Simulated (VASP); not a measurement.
# Zn (P6_3/mmc) in VASP: further runs

Runs on Zn. Level: r2SCAN. Tasks: single point.

All numbers are computed with VASP 6.6.1; they aren't measurements. Logs are shortened: lines on timing, memory, paths and dates and some standing lists are left out, and cuts for length are marked.

## (1) The cell of the first run

It takes space group P6_3/mmc (No. 194, hexagonal). Conventional cell: a = 2.619 Å, b = 2.619 Å, c = 4.839 Å, α = 90.00°, β = 90.00°, γ = 120.00°. Within 3.5 Å of Zn (site symmetry -6m2) lie 12 Zn at 2.62 to 2.85 Å.

## (2) Single point, r2SCAN

The input, POSCAR:

```
Zn
1.0
    2.6187264646      0.0000000000      0.0000000000
   -1.3093632323      2.2678836439      0.0000000000
    0.0000000000      0.0000000000      4.8388970683
Zn
2
Direct
    0.3333333333      0.6666666667      0.2500000000
    0.6666666667      0.3333333333      0.7500000000
```

The input, INCAR.step1:

```
SYSTEM = Zn
  ALGO = Normal
  EDIFF = 1E-4
  ENCUT = 520
  GGA = PE
  ISMEAR = 1
  LASPH = .True.
  LCHARG = .False.
  LREAL = .False.
  LWAVE = .True.
  NBANDS = 19
  NELM = 60
  PREC = Accurate
  SIGMA = 0.2
```

The input, INCAR.step2:

```
SYSTEM = Zn
  ALGO = Normal
  EDIFF = 1E-7
  ENCUT = 520
  ISIF = 2
  ISMEAR = 1
  ISTART = 1
  LASPH = .True.
  LCHARG = .False.
  LMIXTAU = .True.
  LREAL = .False.
  LWAVE = .False.
  METAGGA = R2SCAN
  NBANDS = 19
  NELM = 60
  PREC = Accurate
  SIGMA = 0.2
```

The input, KPOINTS:

```
k-points
0
Gamma
  14 14 7
  0 0 0
```

Potentials or basis: VASP PAW PBE potentials, release 64 (Zn).

On the command line:

```bash
$ cat potpaw_PBE.64/Zn/POTCAR > POTCAR
$ cp INCAR.step1 INCAR
$ mpirun -np 1 vasp_std > vasp.out
$ cp INCAR.step2 INCAR
$ mpirun -np 1 vasp_std > vasp.out
```

OUTCAR:

```text
SYSTEM = Zn
   EDIFF = 1E-7
   ENCUT = 520
   ISIF = 2
   ISMEAR = 1
   ISTART = 1
   LASPH = .True.
   LREAL = .False.
   METAGGA = R2SCAN
   NELM = 60
   PREC = Accurate

 ion  position               nearest neighbor table
   1  0.333  0.667  0.250-   2 2.85   2 2.85   2 2.85   2 2.85   2 2.85   2 2.85
   2  0.667  0.333  0.750-   1 2.85   1 2.85   1 2.85   1 2.85   1 2.85   1 2.85

  LATTYP: Found a hexagonal cell.
 ALAT       =     2.6187264646
 C/A-ratio  =     1.8478054633

  Lattice vectors:

 A1 = (   2.6187264646,   0.0000000000,   0.0000000000)
 A2 = (  -1.3093632323,   2.2678836439,   0.0000000000)
 A3 = (   0.0000000000,   0.0000000000,   4.8388970683)

Analysis of symmetry for initial positions (statically):
=====================================================================
 Subroutine PRICEL returns:
 Original cell was already a primitive cell.

 Routine SETGRP: Setting up the symmetry group for a
 hexagonal supercell.

 Subroutine GETGRP returns: Found 24 space group operations
 (whereof 12 operations were pure point group operations)
 out of a pool of 24 trial point group operations.

The static configuration has the point symmetry D_3d.
 The point group associated with its full space group is D_6h.

Analysis of symmetry for dynamics (positions and initial velocities):
=====================================================================
 Subroutine PRICEL returns:
 Original cell was already a primitive cell.

 Routine SETGRP: Setting up the symmetry group for a
 hexagonal supercell.

 Subroutine GETGRP returns: Found 24 space group operations
 (whereof 12 operations were pure point group operations)
 out of a pool of 24 trial point group operations.

The dynamic configuration has the point symmetry D_3d.
 The point group associated with its full space group is D_6h.

 Subroutine INISYM returns: Found 24 space group operations
 (whereof 12 operations are pure point group operations),
 and found     1 'primitive' translations

----------------------------------------------------------------------------------------

                                     Primitive cell

  volume of cell :      28.7380

  direct lattice vectors                    reciprocal lattice vectors
     2.618726465  0.000000000  0.000000000     0.381865007  0.220469865  0.000000000
    -1.309363232  2.267883644  0.000000000     0.000000000  0.440939729  0.000000000
     0.000000000  0.000000000  4.838897068     0.000000000  0.000000000  0.206658663

  length of vectors
     2.618726465  2.618726465  4.838897068     0.440939729  0.440939729  0.206658663

  position of ions in fractional coordinates (direct lattice)
     0.333333333  0.666666667  0.250000000
     0.666666667  0.333333333  0.750000000

  ion indices of the primitive-cell ions
   primitive index   ion index
                 1           1
                 2           2

----------------------------------------------------------------------------------------

 KPOINTS: k-points

Automatic generation of k-mesh.
 Grid dimensions read from file:
 generate k-points for:   14   14    7

 Generating k-lattice:

  Cartesian coordinates                     Fractional coordinates (reciprocal lattice)
     0.027276072  0.015747847  0.000000000     0.071428571  0.000000000  0.000000000
     0.000000000  0.031495695  0.000000000     0.000000000  0.071428571  0.000000000
     0.000000000  0.000000000  0.029522666     0.000000000  0.000000000  0.142857143

  Length of vectors
     0.031495695  0.031495695  0.029522666

  Shift w.r.t. Gamma in fractional coordinates (k-lattice)
     0.000000000  0.000000000  0.000000000

 Subroutine IBZKPT returns following result:
 ===========================================

 Found     96 irreducible k-points:

 Following reciprocal coordinates:
            Coordinates               Weight
  0.000000  0.000000  0.000000      1.000000
  0.071429 -0.000000  0.000000      6.000000
  0.142857  0.000000  0.000000      6.000000
  0.214286  0.000000  0.000000      6.000000
  0.285714  0.000000  0.000000      6.000000
  0.357143  0.000000  0.000000      6.000000
[... 16 lines left out ...]
  0.285714  0.285714  0.000000      6.000000
  0.357143  0.285714  0.000000      6.000000
 [... further k-points ...]
   k-points           NKPTS =     96   k-points in BZ     NKDIM =     96   number of bands    NBANDS=     19
   number of dos      NEDOS =    301   number of ions     NIONS =      2
   total plane-waves  NPLWV =  14400
   dimension x,y,z NGX =    20 NGY =   20 NGZ =   36
   dimension x,y,z NGXF=    40 NGYF=   40 NGZF=   72
   ions per type =               2
   NGX,Y,Z   is equivalent  to a cutoff of  12.70, 12.70, 12.37 a.u.
   NGXF,Y,Z  is equivalent  to a cutoff of  25.39, 25.39, 24.74 a.u.
 SYSTEM =  Zn
   PREC   = accura    normal or accurate (medium, high low for compatibility)
   ISTART =      1    job   : 0-new  1-cont  2-samecut
   ICHARG =      0    charge: 1-file 2-atom 10-const
   ISPIN  =      1    spin polarized calculation?
   LNONCOLLINEAR =      F non collinear calculations
   LSORBIT =      F    spin-orbit coupling
   LASPH  =      T    aspherical Exc in radial PAW
   ENCUT  =  520.0 eV  38.22 Ry    6.18 a.u.   4.87  4.87  9.00*2*pi/ulx,y,z
   NELM   =     60;   NELMIN=  2; NELMDL=  0     # of ELM steps
   EDIFF  = 0.1E-06   stopping-criterion for ELM
   LREAL  =      F    real-space projection
   EDIFFG = 0.1E-05   stopping-criterion for IOM
   NSW    =      0    number of steps for IOM
   IBRION =     -1    ionic relax: 0-MD 1-quasi-New 2-CG
   NFREE  =      0    steps in history (QN), initial steepest desc. (CG)
   ISIF   =      2    stress and relaxation
   ISYM   =      2    0-nonsym 1-usesym 2-fastsym
   POTIM  = 0.5000    time-step for ionic-motion
   TEBEG  =    0.0;   TEEND  =   0.0 temperature during run
   PSTRESS=    0.0 pullay stress
   NELECT =      24.0000    total number of electrons
   NUPDOWN=      -1.0000    fix difference up-down
   EMIN   =  10.00;   EMAX   =-10.00  energy-range for DOS
   EFERMI =   0.00;   METHOD = LEGACY
   ISMEAR =     1;   SIGMA  =   0.20  broadening in eV -4-tet -1-fermi 0-gaus
   EFERMI_NEDOS =   21; number of points for ismear=-14 and -15
   IALGO  =     38    algorithm
   IMIX   =      4    mixing-type and parameters
     AMIX     =   0.40;   BMIX     =  1.00
     AMIX_MAG =   1.60;   BMIX_MAG =  1.00
  volume/ion in A,a.u.               =      14.37        96.97
  Fermi-wavevector in a.u.,A,eV,Ry     =   1.541675  2.913343 32.337805  2.376762
  Thomas-Fermi vector in A             =   2.647587
   LORBIT       =      0    0 simple, 1 ext, 2 COOP (PROOUT), +10 PAW based schemes
   METAGGA = R2SCAN    functional components
   LHFCALC =     F    Hartree Fock is set to
   AEXX    =    0.0000 exact exchange contribution
   IVDW    =     0    specifies the selected vdW correction
   LEPSILON=     F    determine dielectric tensor
   LRPA    =     F    only Hartree local field effects (RPA)
 non-spin polarized calculation
 Methfessel and Paxton  Order N= 1 SIGMA  =   0.20
  energy-cutoff  :      520.00
  volume of cell :       28.74
 maximum number of plane-waves:       796
 NGX is ok and might be reduce to    20
   NGX =  9   NGY =  9   NGZ = 17

 number of electron      24.0000039 magnetization

 Free energy of the ion-electron system (eV)
  ---------------------------------------------------
  ext. energy  EPLUGINS =         0.00000000
  ---------------------------------------------------
  free energy    TOTEN  =       -17.79188690 eV

  energy without entropy =      -17.79396324  energy(sigma->0) =      -17.79257902

 E-fermi :   3.3336     XC(G=0): -12.9841

 val. band max:        3.2622841553   @ k =   0.2143   0.1429   0.0000
 cond. band min:       3.4315588406   @ k =   0.2143   0.0000   0.1429
 fundamental gap:      0.1692746853
 Fermi energy:         3.3335941153

 k-point     1 :       0.0000    0.0000    0.0000
  band No.  band energies     occupation
      1      -7.9505      2.00000
      2      -5.8361      2.00000
      3      -5.0049      2.00000
      4      -4.7475      2.00000
      5      -4.7474      2.00000
      6      -4.6887      2.00000
[... 11 lines left out ...]
     18      24.0481      0.00000
     19      24.1163      0.00000

 k-point     2 :       0.0714   -0.0000    0.0000
  band No.  band energies     occupation
      1      -7.7862      2.00000
      2      -5.7631      2.00000
      3      -4.9886      2.00000
      4      -4.7641      2.00000
      5      -4.7079      2.00000
      6      -4.7072      2.00000
[... 11 lines left out ...]
     18      22.8964      0.00000
     19      25.5884      0.00000

 k-point     3 :       0.1429    0.0000    0.0000
  band No.  band energies     occupation
      1      -7.3043      2.00000
      2      -5.5769      2.00000
      3      -4.9622      2.00000
      4      -4.7989      2.00000
      5      -4.7246      2.00000
      6      -4.5952      2.00000
[... 11 lines left out ...]
     18      21.5934      0.00000
     19      22.9963      0.00000

 k-point     4 :       0.2143    0.0000    0.0000
  band No.  band energies     occupation
      1      -6.5603      2.00000
      2      -5.4001      2.00000
      3      -4.9296      2.00000
      4      -4.8386      2.00000
      5      -4.7920      2.00000
      6      -4.6100      2.00000
[... 11 lines left out ...]
     18      20.3716      0.00000
     19      20.6789      0.00000

 k-point     5 :       0.2857    0.0000    0.0000
  band No.  band energies     occupation
      1      -5.8148      2.00000
      2      -5.3877      2.00000
      3      -5.0256      2.00000
      4      -4.8273      2.00000
      5      -4.7143      2.00000
      6      -4.5866      2.00000
[... 11 lines left out ...]
     18      19.6651      0.00000
     19      21.6597      0.00000
[... 334 lines left out ...]
      2      -5.1933      2.00000
      3      -5.1080      2.00000
      4      -4.7917      2.00000
      5      -4.7260      2.00000
      6      -4.6358      2.00000
[... 11 lines left out ...]
     18      14.2775      0.00000
     19      15.5090      0.00000

 k-point    22 :       0.3571    0.2143    0.0000
  band No.  band energies     occupation
      1      -5.2437      2.00000
      2      -5.2179      2.00000
      3      -5.1243      2.00000
      4      -4.7730      2.00000
      5      -4.7070      2.00000
      6      -4.6259      2.00000
[... 11 lines left out ...]
     18      13.9385      0.00000
     19      15.1577      0.00000

 k-point    23 :       0.2857    0.2857    0.0000
  band No.  band energies     occupation
      1      -5.1848      2.00000
      2      -5.0943      2.00000
      3      -5.0279      2.00000
      4      -4.8033      2.00000
      5      -4.7688      2.00000
      6      -4.7030      2.00000
[... 11 lines left out ...]
     18      11.9287      0.00000
     19      13.6515      0.00000

 k-point    24 :       0.3571    0.2857    0.0000
  band No.  band energies     occupation
      1      -5.1765      2.00000
      2      -5.0570      2.00000
      3      -4.9945      2.00000
      4      -4.8028      2.00000
      5      -4.7786      2.00000
      6      -4.7647      2.00000
[... 11 lines left out ...]
     18      11.5492      0.00000
     19      13.1673      0.00000

 [... further k-points ...]
[... 5 lines left out ...]
  --------------------------------------------------------------------------------------
  -------------------------------------------------------------------------------------
  Total        0.2383754      0.2383754     -0.2136888      0.0000000     -0.0000000     -0.0000000
  in kB       13.2896846     13.2896846    -11.9133826      0.0000000     -0.0000000     -0.0000000
  external PRESSURE =       4.8886622 kB  Pullay stress =       0.0000000 kB

 VOLUME and BASIS-vectors are now :
 -----------------------------------------------------------------------------
  energy-cutoff  :      520.00
  volume of cell :       28.74
      direct lattice vectors                 reciprocal lattice vectors
     2.618726465  0.000000000  0.000000000     0.381865007  0.220469865  0.000000000
    -1.309363232  2.267883644  0.000000000     0.000000000  0.440939729  0.000000000
     0.000000000  0.000000000  4.838897068     0.000000000  0.000000000  0.206658663

 POSITION                                       TOTAL-FORCE (eV/Angst)
 -----------------------------------------------------------------------------------
     -0.00000      1.51192      1.20972        -0.000000     -0.000000      0.000000
      1.30936      0.75596      3.62917         0.000000      0.000000      0.000000
 -----------------------------------------------------------------------------------
    total drift:                                0.000000     -0.000000      0.000000

  FREE ENERGIE OF THE ION-ELECTRON SYSTEM (eV)
  ---------------------------------------------------
  free  energy   TOTEN  =       -17.7918869041 eV

  energy  without entropy=      -17.7939632392  energy(sigma->0) =      -17.79257902
```

It took 3.3 min on 1 thread of Intel Xeon Platinum 8375C at 2.90GHz (Ice Lake), shared host; peak memory 0.17 GiB.

Results:

```yaml
Free_energy: -17.7919 eV
Pressure: 0.5 GPa
Band_gap_on_the_k_mesh: zero (bands 12 and 13 overlap by 4.50 eV)
```

Caveat: the PAW data sets were made with another functional, which shifts forces and pressure a little.

## (3) Single point, r2SCAN

POSCAR is that of step 2.

The input, INCAR.step1:

```
SYSTEM = Zn
PREC = Accurate ; ENCUT = 520
ISMEAR = 1 ; SIGMA = 0.3
LREAL = .False. ; LASPH = .True.
NELM = 80 ; NBANDS = 19
GGA = PE ; ALGO = Normal
EDIFF = 1E-4 ; LWAVE = .True.
LCHARG = .False.
```

The input, INCAR.step2:

```
SYSTEM = Zn
PREC = Accurate ; ENCUT = 520
EDIFF = 1E-6 ; ISMEAR = 1
SIGMA = 0.3 ; LREAL = .False.
LASPH = .True. ; NELM = 80
ALGO = Normal ; ISIF = 2
LWAVE = .False. ; LCHARG = .False.
METAGGA = R2SCAN ; LMIXTAU = .True.
NBANDS = 19 ; ISTART = 1
```

The input, KPOINTS:

```
Automatic mesh
0
Gamma
  14 14 7
  0 0 0
```

Potentials or basis: VASP PAW PBE potentials, release 64 (Zn).

On the command line:

```bash
$ cat potpaw_PBE.64/Zn/POTCAR > POTCAR
$ cp INCAR.step1 INCAR
$ mpirun -np 1 vasp_std > vasp.out
$ cp INCAR.step2 INCAR
$ mpirun -np 1 vasp_std > vasp.out
```

Run time: 2.5 min. Hardware: 1 thread of Intel Xeon Platinum 8375C at 2.90GHz (Ice Lake), shared host; peak memory 0.17 GiB.

The run converged. Its results:

- Free energy: -17.7912 eV
- Pressure: 0.5 GPa
- Band gap on the k mesh: zero (bands 12 and 13 overlap by 4.50 eV)

Stress tensor (GPa, compression positive):
```
 1.20  0.00  0.00
 0.00  1.20  0.00
 0.00  0.00 -0.87
```

Levels at points of the mesh, in eV from the Fermi level:
```
           k point  band 10  band 11  band 12  band 13  band 14  band 15
(0.00, 0.00, 0.00)    -7.45    -7.45    -4.04    -2.98    15.14    18.68
(0.50, 0.00, 0.00)    -7.22    -3.17    -2.26     3.05     3.85     4.87
```

Caveat: so wide a smearing shifts energies and pressures; the PAW data sets were made with another functional, which shifts forces and pressure a little.

## (4) Single point, r2SCAN

POSCAR is that of step 3.

The input, INCAR.step1:

```
SYSTEM = Zn
PREC = Accurate
ENCUT = 520
ISMEAR = 1
SIGMA = 0.6
LREAL = .False.
LASPH = .True.
NELM = 60
NBANDS = 19
GGA = PE
ALGO = Normal
EDIFF = 1E-4
LWAVE = .True.
LCHARG = .False.
```

The input, INCAR.step2:

```
SYSTEM = Zn
PREC = Accurate
ENCUT = 520
EDIFF = 1E-6
ISMEAR = 1
SIGMA = 0.6
LREAL = .False.
LASPH = .True.
NELM = 60
ALGO = Normal
ISIF = 2
LWAVE = .False.
LCHARG = .True.
METAGGA = R2SCAN
LMIXTAU = .True.
LELF = .True.
LVHAR = .True.
NBANDS = 19
ISTART = 1
```

The input, KPOINTS:

```
regular mesh
0
Gamma
  14 14 7
  0 0 0
```

On the command line:

```bash
$ cat potpaw_PBE.64/Zn/POTCAR > POTCAR
$ cp INCAR.step1 INCAR
$ mpirun -np 1 vasp_std > vasp.out
$ cp INCAR.step2 INCAR
$ mpirun -np 1 vasp_std > vasp.out
```

Run time: 2.6 min. Hardware: 1 thread of Intel Xeon Platinum 8375C at 2.90GHz (Ice Lake), shared host; peak memory 0.17 GiB.

The run converged. Its results:

| Item | Value |
| --- | --- |
| Free energy | -17.7919 eV |
| Pressure | 0.5 GPa |
| Band gap on the k mesh | zero (bands 12 and 13 overlap by 4.50 eV) |

Stress tensor (GPa, compression positive):
```
 0.76  0.00  0.00
 0.00  0.76  0.00
 0.00  0.00 -0.06
```

Levels at points of the mesh, in eV from the Fermi level:
```tsv
k point	band 10	band 11	band 12	band 13	band 14	band 15
(0.00, 0.00, 0.00)	-7.47	-7.47	-4.06	-3.00	15.11	18.67
(0.50, 0.00, 0.00)	-7.24	-3.18	-2.28	3.03	3.83	4.85
```

Caveat: so wide a smearing shifts energies and pressures; the PAW data sets were made with another functional, which shifts forces and pressure a little.

## (5) Summary

| smearing | gap on the mesh (eV) | pressure (GPa) |
| --- | --- | --- |
| methfessel-paxton 0.2 eV | none | 0.5 |
| methfessel-paxton 0.3 eV | none | 0.5 |
| methfessel-paxton 0.6 eV | none | 0.5 |

Alike in all rows: task single point; level r2SCAN; potentials or basis VASP PAW PBE potentials, release 64 (Zn); no spin polarisation; cell as given; k mesh 14 × 14 × 7; cutoff (eV) 520.

Caveats: the PAW data sets were made with another functional, which shifts forces and pressure a little; so wide a smearing shifts energies and pressures (at least some runs).

Absolute energies hang on the potentials; compare differences alone.
